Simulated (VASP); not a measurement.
# MgO (R-3m) in VASP: a series of runs

The runs below take MgO through single point, with r2SCAN.

All numbers are computed with VASP 6.6.1; they aren't measurements. Logs are shortened: lines on timing, memory, paths and dates and some standing lists are left out, and cuts for length are marked.

**1. The cell of the first run**

The structure is trigonal, space group R-3m (No. 166). Conventional cell: a = 2.360 Å, b = 2.360 Å, c = 11.559 Å, α = 90.00°, β = 90.00°, γ = 120.00°. Within 3.1 Å of Mg (site symmetry -3m) lie 6 O at 2.36 Å and 6 Mg at 2.36 Å. Within 3.1 Å of O (site symmetry -3m) lie 6 Mg at 2.36 Å and 6 O at 2.36 Å.

**2. Single point, r2SCAN**

Input file POSCAR:

```
MgO
1.0
    1.1122965127      2.7807412819      2.7807412819
    2.7807412819      1.1122965127      2.7807412819
    2.7807412819      2.7807412819      1.1122965127
Mg O
1 1
Direct
    0.0000000000      0.0000000000      0.0000000000
    0.5000000000      0.5000000000      0.5000000000
```

Input file INCAR.step1:

```
ALGO = Normal ; EDIFF = 1E-4
ENCUT = 520 ; GGA = PE
ISMEAR = 0 ; LASPH = T
LCHARG = F ; LREAL = F
LWAVE = T ; NBANDS = 11
NELM = 60 ; PREC = Accurate
SIGMA = 0.05
```

Input file INCAR.step2:

```
ALGO = Normal ; EDIFF = 1E-6
ENCUT = 520 ; ISIF = 2
ISMEAR = 0 ; ISTART = 1
LASPH = T ; LCHARG = F
LMIXTAU = T ; LREAL = F
LWAVE = F ; METAGGA = R2SCAN
NBANDS = 11 ; NELM = 60
PREC = Accurate ; SIGMA = 0.05
```

Input file KPOINTS:

```
k-points
0
Gamma
  10 10 10
```

Potentials or basis: VASP PAW PBE potentials, release 64 (Mg, O).

Launch:

```sh
$ cat potpaw_PBE.64/Mg/POTCAR potpaw_PBE.64/O/POTCAR > POTCAR
$ cp INCAR.step1 INCAR
$ mpirun -np 1 vasp_std > vasp.out
$ cp INCAR.step2 INCAR
$ mpirun -np 1 vasp_std > vasp.out
```

OUTCAR:

```text
EDIFF = 1E-6
   ENCUT = 520
   ISIF = 2
   ISMEAR = 0
   ISTART = 1
   LASPH = T
   LREAL = F
   METAGGA = R2SCAN
   NELM = 60
   PREC = Accurate

 ion  position               nearest neighbor table
   1  0.000  0.000  0.000-   2 2.36   2 2.36   2 2.36   2 2.36   2 2.36   2 2.36
   2  0.500  0.500  0.500-   1 2.36   1 2.36   1 2.36   1 2.36   1 2.36   1 2.36

  LATTYP: Found a trigonal (rhomboedric) cell.
 ALAT       =     4.0868383484
 COS(alpha) =     0.8333333333

  Lattice vectors:

 A1 = (   1.1122965127,   2.7807412819,   2.7807412819)
 A2 = (   2.7807412819,   1.1122965127,   2.7807412819)
 A3 = (   2.7807412819,   2.7807412819,   1.1122965127)

Analysis of symmetry for initial positions (statically):
=====================================================================
 Subroutine PRICEL returns:
 Original cell was already a primitive cell.

 Routine SETGRP: Setting up the symmetry group for a
 trigonal (rhombohedral) supercell.

 Subroutine GETGRP returns: Found 12 space group operations
 (whereof 12 operations were pure point group operations)
 out of a pool of 12 trial point group operations.

The static configuration has the point symmetry D_3d.

Analysis of symmetry for dynamics (positions and initial velocities):
=====================================================================
 Subroutine PRICEL returns:
 Original cell was already a primitive cell.

 Routine SETGRP: Setting up the symmetry group for a
 trigonal (rhombohedral) supercell.

 Subroutine GETGRP returns: Found 12 space group operations
 (whereof 12 operations were pure point group operations)
 out of a pool of 12 trial point group operations.

The dynamic configuration has the point symmetry D_3d.

 Subroutine INISYM returns: Found 12 space group operations
 (whereof 12 operations are pure point group operations),
 and found     1 'primitive' translations

----------------------------------------------------------------------------------------

                                     Primitive cell

  volume of cell :      18.5779

  direct lattice vectors                    reciprocal lattice vectors
     1.112296513  2.780741282  2.780741282    -0.349626996  0.249733569  0.249733569
     2.780741282  1.112296513  2.780741282     0.249733569 -0.349626996  0.249733569
     2.780741282  2.780741282  1.112296513     0.249733569  0.249733569 -0.349626996

  length of vectors
     4.086838348  4.086838348  4.086838348     0.496963527  0.496963527  0.496963527

[... 83 lines left out ...]
   NSW    =      0    number of steps for IOM
   IBRION =     -1    ionic relax: 0-MD 1-quasi-New 2-CG
   NFREE  =      0    steps in history (QN), initial steepest desc. (CG)
   ISIF   =      2    stress and relaxation
   ISYM   =      2    0-nonsym 1-usesym 2-fastsym
   POTIM  = 0.5000    time-step for ionic-motion
   TEBEG  =    0.0;   TEEND  =   0.0 temperature during run
   PSTRESS=    0.0 pullay stress
   NELECT =       8.0000    total number of electrons
   NUPDOWN=      -1.0000    fix difference up-down
   EMIN   =  10.00;   EMAX   =-10.00  energy-range for DOS
   EFERMI =   0.00;   METHOD = LEGACY
   ISMEAR =     0;   SIGMA  =   0.05  broadening in eV -4-tet -1-fermi 0-gaus
   EFERMI_NEDOS =   21; number of points for ismear=-14 and -15
   IALGO  =     38    algorithm
   IMIX   =      4    mixing-type and parameters
     AMIX     =   0.40;   BMIX     =  1.00
     AMIX_MAG =   1.60;   BMIX_MAG =  1.00
  volume/ion in A,a.u.               =       9.29        62.68
  Fermi-wavevector in a.u.,A,eV,Ry     =   1.236250  2.336174 20.793977  1.528314
  Thomas-Fermi vector in A             =   2.370866
   LORBIT       =      0    0 simple, 1 ext, 2 COOP (PROOUT), +10 PAW based schemes
   METAGGA = R2SCAN    functional components
   LHFCALC =     F    Hartree Fock is set to
   AEXX    =    0.0000 exact exchange contribution
   IVDW    =     0    specifies the selected vdW correction
   LEPSILON=     F    determine dielectric tensor
   LRPA    =     F    only Hartree local field effects (RPA)
 non-spin polarized calculation
 Gauss-broadening in eV      SIGMA  =   0.05
  energy-cutoff  :      520.00
  volume of cell :       18.58
 maximum number of plane-waves:       519
   NGX = 15   NGY = 15   NGZ = 15

 number of electron       8.0000002 magnetization

 Free energy of the ion-electron system (eV)
  ---------------------------------------------------
  ext. energy  EPLUGINS =         0.00000000
  ---------------------------------------------------
  free energy    TOTEN  =        -8.89255880 eV

  energy without entropy =       -8.89174746  energy(sigma->0) =       -8.89215313

 E-fermi :   5.9021     XC(G=0): -12.0280

 val. band max:        5.8576394424   @ k =  -0.2000   0.1000   0.1000
 cond. band min:       5.9562999559   @ k =   0.5000   0.4000   0.4000
 fundamental gap:      0.0986605135
 Fermi energy:         5.9021172626

 k-point     1 :       0.0000    0.0000    0.0000
  band No.  band energies     occupation
      1     -14.8819      2.00000
      2      -0.4917      2.00000
      3       0.8619      2.00000
      4       6.7727      0.00000
      5       6.7727      0.00000
      6      17.1564      0.00000
      7      20.9734      0.00000
      8      26.7459      0.00000
      9      26.7459      0.00000
     10      31.3850      0.00000
     11      32.6898      0.00000
[... 309 lines left out ...]
 k-point    24 :       0.4000    0.3000   -0.0000
  band No.  band energies     occupation
      1     -12.6863      2.00000
      2       0.3494      2.00000
      3       1.4565      2.00000
      4       5.1773      2.00000
      5       6.9754      0.00000
      6      12.6605      0.00000
      7      17.1814      0.00000
      8      20.9852      0.00000
      9      23.9142      0.00000
     10      26.1564      0.00000
     11      28.4923      0.00000

 [... further k-points ...]
[... 5 lines left out ...]
  --------------------------------------------------------------------------------------
  -------------------------------------------------------------------------------------
  Total        4.4974010      4.4974010      4.4974010     -7.5790355     -7.5790355     -7.5790355
  in kB      387.8615246    387.8615246    387.8615246   -653.6255600   -653.6255600   -653.6255600
  external PRESSURE =     387.8615246 kB  Pullay stress =       0.0000000 kB

 VOLUME and BASIS-vectors are now :
 -----------------------------------------------------------------------------
  energy-cutoff  :      520.00
  volume of cell :       18.58
      direct lattice vectors                 reciprocal lattice vectors
     1.112296513  2.780741282  2.780741282    -0.349626996  0.249733569  0.249733569
     2.780741282  1.112296513  2.780741282     0.249733569 -0.349626996  0.249733569
     2.780741282  2.780741282  1.112296513     0.249733569  0.249733569 -0.349626996

 POSITION                                       TOTAL-FORCE (eV/Angst)
 -----------------------------------------------------------------------------------
      0.00000      0.00000      0.00000        -0.000000      0.000000      0.000000
      3.33689      3.33689      3.33689         0.000000     -0.000000     -0.000000
 -----------------------------------------------------------------------------------
    total drift:                                0.000000     -0.000000      0.000000

  FREE ENERGIE OF THE ION-ELECTRON SYSTEM (eV)
  ---------------------------------------------------
  free  energy   TOTEN  =        -8.8925588009 eV

  energy  without entropy=       -8.8917474571  energy(sigma->0) =       -8.89215313
```

OUTCAR.step1:

```text
EDIFF = 1E-4
   ENCUT = 520
   GGA = PE
   ISMEAR = 0
   LASPH = T
[... 557 lines left out ...]
 -----------------------------------------------------------------------------------
      0.00000      0.00000      0.00000         0.000000     -0.000000     -0.000000
      3.33689      3.33689      3.33689        -0.000000      0.000000      0.000000
 -----------------------------------------------------------------------------------
    total drift:                                0.000000     -0.000000      0.000000

  FREE ENERGIE OF THE ION-ELECTRON SYSTEM (eV)
  ---------------------------------------------------
  free  energy   TOTEN  =        -5.2375324507 eV

  energy  without entropy=       -5.2359109114  energy(sigma->0) =       -5.23672168
```

OSZICAR.step1:

```text
N       E                     dE             d eps       ncg     rms          rms(c)
DAV:   1     0.182085298753E+02    0.18209E+02   -0.44653E+03  2904   0.642E+02
DAV:   2    -0.601772347541E+01   -0.24226E+02   -0.22734E+02  2974   0.124E+02
DAV:   3    -0.671732278850E+01   -0.69960E+00   -0.69273E+00  3125   0.182E+01
DAV:   4    -0.671892138772E+01   -0.15986E-02   -0.15985E-02  2789   0.101E+00
DAV:   5    -0.671892615368E+01   -0.47660E-05   -0.47661E-05  2951   0.554E-02    0.729E+00
DAV:   6    -0.580501043071E+01    0.91392E+00   -0.23964E+01  2702   0.169E+01    0.601E+00
DAV:   7    -0.526046749508E+01    0.54454E+00   -0.31303E+00  2691   0.796E+00    0.102E+00
DAV:   8    -0.523836977534E+01    0.22098E-01   -0.16469E-01  2710   0.231E+00    0.226E-01
DAV:   9    -0.523827388131E+01    0.95894E-04   -0.18946E-03  2970   0.355E-01    0.160E-01
DAV:  10    -0.523758999722E+01    0.68388E-03   -0.26452E-03  2763   0.212E-01    0.910E-02
DAV:  11    -0.523753245066E+01    0.57547E-04   -0.76083E-05  1636   0.704E-02
   1 F= -.52375325E+01 E0= -.52367217E+01  d E =-.162154E-02
```

It took 2.5 min on 1 thread of Intel Xeon Platinum 8559C (Emerald Rapids), shared host; peak memory 0.19 GiB.

What came out:

- Free energy: -8.8926 eV
- Pressure: 38.8 GPa
- Band gap on the k mesh: zero (band 4 reaches 6.77 eV, above the bottom of band 5 at 5.32 eV)

Stress tensor (GPa, compression positive):
```
 38.79 -65.36 -65.36
-65.36  38.79 -65.36
-65.36 -65.36  38.79
```

Caveat: the PAW data sets were made with another functional, which shifts forces and pressure a little.

[end of part 1 of 2]
